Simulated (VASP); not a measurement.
# W15S32 (a cell with a defect) in VASP: notebook, part 2 of 3

VASP 6.6.1.

## Step 3: Single point, PBE, collinear spin (atoms taken out, then relaxed in part)

The input, INCAR:

```
  PREC = Accurate
  ENCUT = 520
  EDIFF = 1E-6
  ISMEAR = 0
  SIGMA = 0.01
  LREAL = Auto
  LASPH = True
  NELM = 150
  ALGO = Normal
  ISIF = 2
  LWAVE = False
  LCHARG = False
  ISPIN = 2
  MAGMOM = 0 0 0 0 0 0 0 0 0 0 0 0 0 0 0 0 0 0 0 0 0 0 0 0 0.167 0 0 0 0.167 0.167 0 0 0 0 0 0 0 0 0 0 0.167 0 0 0 0.167 0.167 0
  LORBIT = 11
  LMAXMIX = 4
  GGA = PE
  NELECT = 403.0
  NBANDS = 234
```

The input, KPOINTS:

```
regular mesh
0
Gamma
  1 1 1
```

The input, POSCAR:

```
W15S32
1.0
   -6.3754948460      3.6808936656      7.4744429926
    0.0000000000     -7.3617873312      7.4744429926
    6.3754948460      3.6808936656      7.4744429926
W S
15 32
Direct
    0.4991272354      0.4975328878      0.0055138810
    0.7504942081      0.2504942081      0.0007358818
   -0.0024671122      0.7555138810      0.2491272354
   -0.0024671122     -0.0008727646      0.0055138810
    0.2555138810      0.4975328878      0.2491272354
    0.5013554443      0.2491657862      0.2513554443
    0.7504942081      0.7507358818      0.5004942081
    0.7491657862      0.0013554443      0.2513554443
    0.0011892624      0.5011892624      0.4995778827
    0.2507358818      0.2504942081      0.5004942081
    0.4991272354      0.7555138810      0.7475328878
    0.5013554443      0.0013554443      0.4991657862
    0.7495778827      0.5011892624      0.7511892624
    0.0011892624      0.2495778827      0.7511892624
    0.2555138810     -0.0008727646      0.7475328878
    0.6544326852      0.1544326852      0.4044326852
    0.9016552703      0.9050842080      0.4053739797
    0.1549379858      0.6549379858      0.3993457493
    0.4050842080      0.1553739797      0.6516552703
    0.4050842080      0.4016552703      0.4053739797
    0.6553739797      0.9050842080      0.6516552703
    0.9037584885      0.6538972607      0.6537584885
    0.1549379858      0.1493457493      0.9049379858
    0.1538972607      0.4037584885      0.6537584885
    0.4080620870      0.9080620870      0.8964544036
    0.6493457493      0.6549379858      0.9049379858
    0.9016552703      0.1553739797      0.1550842080
    0.9037584885      0.4037584885      0.9038972607
    0.1464544036      0.9080620870      0.1580620870
    0.4080620870      0.6464544036      0.1580620870
    0.6553739797      0.4016552703      0.1550842080
    0.5135445884      0.0135445884      0.2635445884
    0.7616925305      0.7649356938      0.2650513362
    0.0169054005      0.5169054005      0.2611632525
    0.2649356938      0.0150513362      0.5116925305
    0.2649356938      0.2616925305      0.2650513362
    0.5150513362      0.7649356938      0.5116925305
    0.7641650763      0.5141893745      0.5141650763
    0.0169054005      0.0111632525      0.7669054005
    0.0141893745      0.2641650763      0.5141650763
    0.2674349681      0.7674349681      0.7574758003
    0.5111632525      0.5169054005      0.7669054005
    0.7616925305      0.0150513362      0.0149356938
    0.7641650763      0.2641650763      0.7641893745
    0.0074758003      0.7674349681      0.0174349681
    0.2674349681      0.5074758003      0.0174349681
    0.5150513362      0.2616925305      0.0149356938
```

Potentials or basis: VASP PAW PBE potentials, release 64 (W_sv, S).

Launch:

```console
$ cat potpaw_PBE.64/W_sv/POTCAR potpaw_PBE.64/S/POTCAR > POTCAR
$ mpirun -np 1 vasp_gam > vasp.out
```

OUTCAR:

```text
PREC = Accurate
   ENCUT = 520
   EDIFF = 1E-6
   ISMEAR = 0
   LREAL = Auto
   LASPH = True
   NELM = 150
   ISIF = 2
   ISPIN = 2
   LORBIT = 11
   GGA = PE
   NELECT = 403.0

 ion  position               nearest neighbor table
   1  0.499  0.498  0.006-  30 2.38  46 2.38  31 2.41  47 2.41  26 2.43  42 2.43   5 3.11   6 3.15
                             2 3.18  13 3.22  11 3.29
   2  0.750  0.250  0.001-  47 2.41  43 2.41  31 2.41  27 2.41  44 2.42  28 2.42   1 3.18   4 3.18
                             6 3.19   8 3.19  14 3.19  13 3.19
   3  0.998  0.756  0.249-  29 2.38  45 2.38  17 2.41  33 2.41  18 2.43  34 2.43   4 3.11   8 3.15
                             7 3.18   9 3.22   5 3.29
   4  0.998  0.999  0.006-  29 2.38  45 2.38  27 2.41  43 2.41  23 2.43  39 2.43   3 3.11   8 3.15
                             2 3.18  14 3.22  15 3.29
   5  0.256  0.498  0.249-  30 2.38  46 2.38  20 2.41  36 2.41  18 2.43  34 2.43   1 3.11   6 3.15
                            10 3.18   9 3.22   3 3.29
   6  0.501  0.249  0.251-  32 2.41  16 2.41  36 2.42  47 2.42  20 2.42  31 2.42   5 3.15   1 3.15
                             8 3.16  12 3.16  10 3.19   2 3.19
   7  0.750  0.751  0.500-  33 2.41  37 2.41  17 2.41  21 2.41  38 2.42  22 2.42   3 3.18  11 3.18
                             8 3.19  12 3.19   9 3.19  13 3.19
   8  0.749  0.001  0.251-  32 2.41  16 2.41  43 2.42  33 2.42  27 2.42  17 2.42   4 3.15   3 3.15
                            12 3.16   6 3.16   2 3.19   7 3.19
   9  0.001  0.501  0.500-  38 2.42  40 2.42  22 2.42  24 2.42  34 2.43  18 2.43   7 3.19  10 3.19
[... 31 lines left out ...]
  34  0.017  0.517  0.261-   9 2.43   5 2.43   3 2.43
  35  0.265  0.015  0.512-  10 2.41  15 2.41  12 2.42
  36  0.265  0.262  0.265-  10 2.41   5 2.41   6 2.42
  37  0.515  0.765  0.512-   7 2.41  11 2.41  12 2.42
  38  0.764  0.514  0.514-   7 2.42   9 2.42  13 2.42
  39  0.017  0.011  0.767-  14 2.43   4 2.43  15 2.43
  40  0.014  0.264  0.514-  10 2.42  14 2.42   9 2.42
  41  0.267  0.767  0.757-  11 2.38  15 2.38
  42  0.511  0.517  0.767-  13 2.43   1 2.43  11 2.43
  43  0.762  0.015  0.015-   2 2.41   4 2.41   8 2.42
  44  0.764  0.264  0.764-   2 2.42  14 2.42  13 2.42
[... 501 lines left out ...]
  band No.  band energies     occupation
      1     -69.9180      1.00000
      2     -69.9158      1.00000
      3     -69.9158      1.00000
      4     -69.9106      1.00000
      5     -69.9106      1.00000
      6     -69.9086      1.00000
[... 205 lines left out ...]
    212       6.5767      0.00000
    213       6.5937      0.00000
 [bands above 213 left out]

------------------------ aborting loop because EDIFF is reached ----------------------------------------

  FORCE on cell =-STRESS in cart. coord.  units (eV):
  Direction    XX          YY          ZZ          XY          YZ          ZX
  --------------------------------------------------------------------------------------
  -------------------------------------------------------------------------------------
  Total       16.0307791     16.0307791      8.4314807     -0.0000000      0.0000000      0.0000000
  in kB       24.4043900     24.4043900     12.8356297     -0.0000000      0.0000000      0.0000000
  external PRESSURE =      20.5481366 kB  Pullay stress =       0.0000000 kB

 VOLUME and BASIS-vectors are now :
 -----------------------------------------------------------------------------
  energy-cutoff  :      520.00
  volume of cell :     1052.44
      direct lattice vectors                 reciprocal lattice vectors
    -6.375494846  3.680893666  7.474442993    -0.078425285  0.045278859  0.044596411
     0.000000000 -7.361787331  7.474442993     0.000000000 -0.090557719  0.044596411
     6.375494846  3.680893666  7.474442993     0.078425285  0.045278859  0.044596411

 POSITION                                       TOTAL-FORCE (eV/Angst)
 -----------------------------------------------------------------------------------
     -3.14703     -1.80520      7.49069         0.012745     -0.004561      0.000645
     -4.78008      0.92111      7.48733         0.003842      0.002218     -0.001081
     -4.77146     -0.97311     14.96514        -0.010322     -0.008757      0.000645
     -6.32461     -3.66325     14.96514         0.002423      0.013318      0.000645
     -0.04072     -1.80520      7.49069        -0.012745     -0.004561      0.000645
     -1.59387      0.93634      7.48847        -0.000000      0.003973     -0.001861
[... 39 lines left out ...]
     -1.59387     -2.68735      5.92234        -0.000000      0.004954      0.010205
     -3.18848      0.02430      5.91736        -0.003915      0.000287     -0.004861
 -----------------------------------------------------------------------------------
    total drift:                               -0.000000     -0.000000     -0.011146

  FREE ENERGIE OF THE ION-ELECTRON SYSTEM (eV)
  ---------------------------------------------------
  free  energy   TOTEN  =      -355.3298271077 eV

  energy  without entropy=     -355.3241852118  energy(sigma->0) =     -355.32700616

 total charge

# of ion       s       p       d       tot
------------------------------------------
    1        2.331   6.325   3.339  11.995
    2        2.317   6.325   3.390  12.032
    3        2.331   6.325   3.339  11.995
    4        2.331   6.325   3.339  11.995
    5        2.331   6.325   3.339  11.995
    6        2.317   6.323   3.381  12.021
[... 39 lines left out ...]
   46        1.363   2.347   0.000   3.711
   47        1.361   2.365   0.000   3.725
--------------------------------------------------
tot         78.370 170.366  50.441 299.177

 magnetization (x)

# of ion       s       p       d       tot
------------------------------------------
    1        0.002   0.003   0.091   0.095
    2        0.002   0.000  -0.000   0.002
    3        0.002   0.003   0.091   0.095
    4        0.002   0.003   0.091   0.095
    5        0.002   0.003   0.091   0.095
    6        0.001   0.000   0.007   0.008
[... 39 lines left out ...]
   46        0.001   0.024   0.000   0.025
   47       -0.000   0.000   0.000   0.000
--------------------------------------------------
tot          0.023   0.147   0.558   0.729
```

stdout:

```text
POSCAR found type information on POSCAR W S
 POSCAR found :  2 types and      47 ions
 scaLAPACK will be used
 LDA part: xc-table for (Slater+PW92), standard interpolation
 POSCAR, INCAR and KPOINTS ok, starting setup
 FFT: planning ... GRIDC
 FFT: planning ... GRID_SOFT
 FFT: planning ... GRID
 WAVECAR not read
 entering main loop
 the old and the new charge density differ
 old charge density:   402.00000 new  403.00000
    0.102E+02
```

Wall time 18 min (1 thread of Intel Xeon Platinum 8175M at 2.50GHz (Skylake/Cascade Lake), shared host); peak memory 1.4 GiB.

Results:

| Item | Value |
| --- | --- |
| Free energy | -355.3298 eV |
| Largest force | 0.014 eV/Å |
| Net moment | 1.00 μB per cell |
| Site moments | W +0.10, +0.00, +0.01, -0.00 (each value once); S -0.00, +0.00, +0.01, +0.03 (each value once) μB |
| Valence electrons inside the program's atomic spheres | W 11.99, 12.03, 12.02, 12.00 (each value once); S 3.73, 3.72, 3.71 (each value once) |

Forces on the atoms (eV/Å):
```
W    0.013 -0.005  0.001
W    0.004  0.002 -0.001
W   -0.010 -0.009  0.001
W    0.002  0.013  0.001
W   -0.013 -0.005  0.001
W    0.000  0.004 -0.002
W    0.000 -0.004 -0.001
W    0.003 -0.002 -0.002
W    0.001  0.001 -0.001
W   -0.004  0.002 -0.001
W    0.010 -0.009  0.001
W   -0.003 -0.002 -0.002
W   -0.001  0.001 -0.001
W    0.000 -0.002 -0.001
W   -0.002  0.013  0.001
S    0.000  0.000 -0.003
S    0.002  0.004  0.003
S    0.002  0.001  0.003
S    0.002 -0.004  0.003
S    0.004  0.000  0.003
S   -0.002  0.004  0.003
S    0.000  0.005  0.006
S    0.000 -0.003  0.003
S    0.004 -0.002  0.006
S   -0.008 -0.005 -0.003
S   -0.002  0.001  0.003
S   -0.002 -0.004  0.003
S   -0.004 -0.002  0.006
S    0.008 -0.005 -0.003
S    0.000  0.009 -0.003
S   -0.004  0.000  0.003
S    0.000  0.000 -0.006
S    0.002  0.003 -0.005
S    0.003  0.002 -0.002
S    0.002 -0.004 -0.005
S    0.004  0.000 -0.005
S   -0.002  0.003 -0.005
S    0.000  0.004 -0.004
S    0.000 -0.004 -0.002
S    0.003 -0.002 -0.004
S   -0.004 -0.002  0.010
S   -0.003  0.002 -0.002
S   -0.002 -0.004 -0.005
S   -0.003 -0.002 -0.004
S    0.004 -0.002  0.010
S    0.000  0.005  0.010
S   -0.004  0.000 -0.005
```

Caveat: the k points lie up to 0.63 Å⁻¹ apart; the cell carries a net charge on a neutralising background, which shifts energy and pressure; the cell differs from its parent crystal (atoms taken out, then relaxed in part); the cell is charged against a uniform background, so pressure and absolute levels hang on convention.

(Continued in part 3 of 3.)
